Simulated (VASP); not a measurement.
Here is a VASP 6.6.1 calculation.

Contents of INCAR:

```
  ALGO = Normal
  EDIFF = 1E-6
  ENCUT = 500
  GGA = PE
  GGA_COMPAT = False
  ISIF = 2
  ISMEAR = 0
  LASPH = True
  LCHARG = True
  LELF = True
  LREAL = False
  LVHAR = True
  LWAVE = False
  NBANDS = 26
  NELM = 120
  PREC = Accurate
  SIGMA = 0.02
```

File KPOINTS:

```
k-points
0
Gamma
  8 6 8
```

Contents of POSCAR:

```
ZnSe
1.0
    4.0538031518      0.0000000000      0.0000000000
    0.0000000000      5.7329434176      0.0000000000
    0.0000000000      0.0000000000      4.0538031518
Zn Se
2 2
Direct
    0.0000000000      0.0000000000      0.0000000000
    0.5000000000      0.5000000000      0.5000000000
    0.5000000000      0.2500000000      0.0000000000
    0.0000000000      0.7500000000      0.5000000000
```

Potentials or basis: VASP PAW PBE potentials, release 64 (Zn, Se).

Launch:

```console
$ cat potpaw_PBE.64/Zn/POTCAR potpaw_PBE.64/Se/POTCAR > POTCAR
$ mpirun -np 1 vasp_std > vasp.out
```

Question: Predict the band gap on the k mesh.

Answer: 1.15 eV.

Question: Predict the pressure.

Answer: 0.2 GPa.

A hybrid or GW would open this gap; PBE tends to underestimate it.
